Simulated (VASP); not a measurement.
## Al3Cu: single point with PBEsol

Al3Cu:

```xyz
4
Lattice="2.6094 0.0000 0.0000 0.0000 2.6094 0.0000 0.0000 0.0000 7.0947" Properties=species:S:1:pos:R:3 pbc="T T T"
Al    0.0000    0.0000    3.5474
Al    1.3047    1.3047    1.6187
Al    1.3047    1.3047    5.4761
Cu    0.0000    0.0000    0.0000
```

```json
{
 "Program": "VASP 6.6.1",
 "Task": "single point",
 "Functional": "PBEsol",
 "Potentials or basis": "VASP PAW PBE potentials, release 64 (Al, Cu)",
 "Cutoff": "520 eV",
 "k mesh": "16 × 16 × 6",
 "Occupations": "gaussian, width 0.1 eV",
 "Spin": "no spin polarisation",
 "Dipole correction": "no",
 "Further INCAR settings": "ALGO = Fast; EDIFF = 1e-06; NBANDS = 18"
}
```

```
Pressure               : 33.6 GPa
Largest force          : 0.004 eV/Å
Band gap on the k mesh : zero (bands 10 and 11 overlap by 6.64 eV)
```

Forces on the atoms (eV/Å):
```
Al   0.000  0.000  0.000
Al   0.000  0.000  0.004
Al   0.000  0.000 -0.004
Cu   0.000  0.000  0.000
```

Stress tensor (GPa, compression positive):
```
33.58  0.00  0.00
 0.00 33.58  0.00
 0.00  0.00 33.73
```

Levels at points of the mesh, in eV from the Fermi level:
```
           k point  band 7  band 8  band 9  band 10  band 11  band 12  band 13  band 14
(0.00, 0.00, 0.00)   -4.25   -3.74   -2.07     0.81     6.43     7.65     7.65     8.22
(0.50, 0.00, 0.00)   -4.36   -4.19   -4.12    -2.55    -1.90     2.83     4.53     4.71
(0.50, 0.50, 0.00)   -3.00   -0.75   -0.35     0.01     0.01     0.30     0.44     0.44
(0.00, 0.00, 0.50)   -4.25   -4.11   -3.74     4.64     6.34     6.38     8.22     8.22
(0.50, 0.00, 0.50)   -4.36   -4.12   -2.99    -1.25    -0.98     0.08     1.38     9.36
(0.50, 0.50, 0.50)   -2.14   -2.07   -2.07    -0.79    -0.71     0.54     3.22     3.22
```

Run time: 3.4 min on 1 thread of Intel(R) Xeon(R) Platinum 8259CL CPU @ 2.50GHz (Skylake/Cascade Lake), on a shared host, peak memory 0.26 GiB.

Caveat: the cell stands under pressure; the PAW data sets were made with another functional, which shifts forces and pressure a little.
